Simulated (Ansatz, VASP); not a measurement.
## BP in VASP and in Ansatz

```
CELL_PARAMETERS angstrom
0.00000 2.38812 2.26900
2.26900 0.00000 2.26900
2.26900 2.38812 0.00000
ATOMIC_POSITIONS crystal
B 0.00000 0.00000 0.00000
P 0.75000 0.75000 0.75000
```

Change from the starting cell: strain +0.0525 x Voigt [0, 1, 0, 0, 0, 0], atoms carried along.

Alike in both runs: task single point; functional r2SCAN; k mesh 8 × 8 × 8; occupations gaussian, width 0.05 eV; no spin polarisation.

```csv
,VASP,Ansatz
version,VASP 6.6.1,Ansatz 0.2.0
potentials or method,"VASP PAW PBE potentials, release 64 (B, P), cutoff 520 eV","scalar-relativistic, plane waves, PAW"
valence electrons in the cell,8,8
```

Ansatz gave:

```
gap on the k mesh at the Fermi level (eV)                     : 1.11
least direct gap on the mesh (eV)                             : 3.26
pressure (GPa)                                                : -8.0
traceless stress, the component that is largest in VASP (GPa) : -9.96
```

Problem. What did VASP give for the same quantities?

Solution. gap on the k mesh at the Fermi level (eV): 1.14; least direct gap on the mesh (eV): 3.29; pressure (GPa): -8.5; traceless stress, the component that is largest in VASP (GPa): -10.00.

VASP's potentials were made for PBE, not for r2SCAN.
